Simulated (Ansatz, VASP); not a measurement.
## BN in VASP and in Ansatz

```
B N
1.0
     0.00000    1.86739    1.84020
     1.86739    0.00000    1.84020
     1.86739    1.86739    0.00000
B N
1 1
Direct
  0.00000 0.00000 0.00000
  0.75000 0.75000 0.75000
```

Change from the starting cell: strain +0.030 along x and y, +0.015 along z, atoms carried along.

Alike in both runs: task single point; functional PBE; k mesh 12 × 12 × 12; occupations gaussian, width 0.05 eV; no spin polarisation.

|  | VASP | Ansatz |
| --- | --- | --- |
| version | VASP 6.6.1 | Ansatz 0.2.0 |
| potentials or method | VASP PAW PBE potentials, release 64 (B, N), cutoff 520 eV | scalar-relativistic, plane waves, PAW |
| valence electrons in the cell | 8 | 8 |

```tsv
	VASP	Ansatz	Ansatz less VASP
gap on the k mesh at the Fermi level (eV)	4.13	4.14	+0.010
least direct gap on the mesh (eV)	8.27	8.28	+0.009
pressure (GPa)	-24.2	-24.3	-0.02
traceless stress, the component that is largest in VASP (GPa)	5.45	5.44	-0.007
```

The functional is the same, so the differences come from potentials, cutoffs and numerics.
